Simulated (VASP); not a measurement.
The system is Ta.

```xyz
1
Lattice="-1.6513 1.6513 1.6513 1.6513 -1.6513 1.6513 1.6513 1.6513 -1.6513" Properties=species:S:1:pos:R:3 pbc="T T T"
Ta    0.0000    0.0000    0.0000
```

Program: VASP 6.6.1. Alike in all runs: task single point; potentials or basis VASP PAW PBE potentials, release 64 (Ta_pv); cell as given; cutoff (eV) 520. Hardware: 1 thread of AMD EPYC 9R45 96-Core Processor (Zen 5), on a shared host.

**Question.** Order these runs on this cell by their wall time, lowest first.
A. level PBE; spin off; k mesh 6 × 6 × 6; smearing fermi-dirac 0.04 eV
B. level r2SCAN; spin non-collinear, zero start, SOC; k mesh 8 × 8 × 8; smearing fermi-dirac 0.05 eV
C. level BLYP; spin off; k mesh 11 × 11 × 11; smearing fermi-dirac 0.05 eV

**Answer.** A (3.1 s), C (11 s), B (90 s).

Caveats: some runs use coarse meshes.
